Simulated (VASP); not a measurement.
Input of a VASP 6.6.1 run:

INCAR

```
PREC     = Accurate       # precision mode
ENCUT    = 520            # plane-wave cutoff, eV
EDIFF    = 1E-6           # SCF threshold, eV
ISMEAR   = -1             # smearing method
SIGMA    = 0.08           # smearing width, eV
LREAL    = F              # projectors in reciprocal space
LASPH    = T              # aspherical terms in the spheres
NELM     = 80             # most SCF steps
ALGO     = Normal         # electronic algorithm
ISIF     = 2              # what is computed and relaxed
LWAVE    = F              # write WAVECAR
LCHARG   = F              # write CHGCAR
NBANDS   = 11             # bands
```

The input KPOINTS:

```
regular mesh
0
Gamma
  20 20 20
```

POSCAR

```
C
1.0
    0.0000000000      1.6392880167      1.6392880167
    1.6392880167      0.0000000000      1.6392880167
    1.6392880167      1.6392880167      0.0000000000
C
2
Direct
   -0.1250000000     -0.1250000000     -0.1250000000
    0.1250000000      0.1250000000      0.1250000000
```

Potentials or basis: VASP PAW LDA potentials, release 64 (C).

Command:

```bash
$ cat potpaw_LDA.64/C/POTCAR > POTCAR
$ mpirun -np 1 vasp_std > vasp.out
```

Problem. Predict the band gap on the k mesh.

Solution. 4.77 eV, indirect (least direct gap 6.26 eV).

Problem. Estimate the pressure.

Solution. 158.2 GPa.

 A k mesh can miss the band edges.
